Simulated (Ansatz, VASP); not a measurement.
**One calculation of EuFe, two programs**

```
Eu Fe
1.0
     3.41993    0.00000    0.00000
     0.00000    3.41993    0.00000
     0.00000    0.00000    3.41993
Eu Fe
1 1
Direct
  0.00000 0.00000 0.00000
  0.50000 0.50000 0.50000
```

Alike in both runs: task single point; functional PBEsol; k mesh 8 × 8 × 8; occupations gaussian, width 0.05 eV; collinear spin.

|  | VASP | Ansatz |
| --- | --- | --- |
| version | VASP 6.6.1 | Ansatz 0.2.0 |
| potentials or method | VASP PAW PBE potentials, release 64 (Eu, Fe), cutoff 520 eV | scalar-relativistic, plane waves, PAW |
| valence electrons in the cell | 25 | 33 |

VASP gave:

```
gap on the k mesh at the Fermi level (eV)                     : none
pressure (GPa)                                                : -1.1
net moment per atom (μB)                                      : 2.36
size of the moment on the site where the two differ most (μB) : 6.58
```

**Question.** What did Ansatz give for the same quantities?

**Answer.** gap on the k mesh at the Fermi level (eV): none; pressure (GPa): -1.0; net moment per atom (μB): 2.36; size of the moment on the site where the two differ most (μB): 6.69.

VASP's potentials were made for PBE, not for PBEsol. Site moments also hang on the region over which each program counts them. A gap of «none» marks a metal or a gap that the smearing closes. VASP's potentials hold 25 valence electrons a cell and Ansatz's 33, so a difference there can come from the potentials and not from the codes. Ansatz's warnings: given moment on shells.

Spin-orbit coupling is off throughout.
